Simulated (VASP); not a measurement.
Write the native input for VASP 6.6.1 that does the following.

| Item | Value |
| --- | --- |
| Task | single point |
| Functional | LDA |
| Potentials or basis | VASP PAW LDA potentials, release 64 (Al, O) |
| Cutoff | 520 eV |
| k mesh | 9 × 9 × 1 |
| Occupations | gaussian, width 0.1 eV |
| Spin | no spin polarisation |
| Dipole correction | yes |
| Further INCAR settings | ALGO = Normal; EDIFF = 1e-07; NBANDS = 16 |

The structure of Al3O lies in POSCAR:

```
Al3O
1.0
    2.8168432364      0.0000000000      0.0000000000
    0.0000000000      2.8168432364      0.0000000000
    0.0000000000      0.0000000000     21.1042970937
Al O
3 1
Direct
    0.5000000000      0.5000000000      0.1895348602
    0.0000000000      0.0000000000      0.2867549192
    0.5000000000      0.5000000000      0.3840117042
    0.8333333333      0.8333333333      0.4802006458
```

These files were run (other wordings do the same):

INCAR

```
SYSTEM = Al3O
PREC     = Accurate       ! precision mode
ENCUT    = 520            ! plane-wave cutoff, eV
EDIFF    = 1E-7           ! SCF threshold, eV
ISMEAR   = 0              ! smearing method
SIGMA    = 0.1            ! smearing width, eV
LREAL    = .FALSE.        ! projectors in reciprocal space
LASPH    = .TRUE.         ! aspherical terms in the spheres
NELM     = 100            ! most SCF steps
ALGO     = Normal         ! electronic algorithm
ISIF     = 2              ! what is computed and relaxed
LWAVE    = .FALSE.        ! write WAVECAR
LCHARG   = .TRUE.         ! write CHGCAR
LDIPOL   = .TRUE.       
IDIPOL   = 3            
DIPOL    = 0.5 0.5 0.335
LELF     = .TRUE.         ! ELF
LVHAR    = .TRUE.       
LVACPOTAV= .TRUE.       
NBANDS   = 16             ! bands
```

KPOINTS

```
regular mesh
0
G
  9 9 1
  0 0 0
```

Potentials or basis: VASP PAW LDA potentials, release 64 (Al, O).

Launch:

```console
$ cat potpaw_LDA.64/Al/POTCAR potpaw_LDA.64/O/POTCAR > POTCAR
$ mpirun -np 1 vasp_std > vasp.out
```

It gave:

| Item | Value |
| --- | --- |
| Largest force | 3.664 eV/Å |

Caveat: an odd number of electrons without spin polarisation forces a metal; a magnetic or distorted state may lie lower.

It took 89 s on 1 thread of Intel(R) Xeon(R) Platinum 8488C (Sapphire Rapids), with other jobs on the host, peak memory 0.24 GiB.
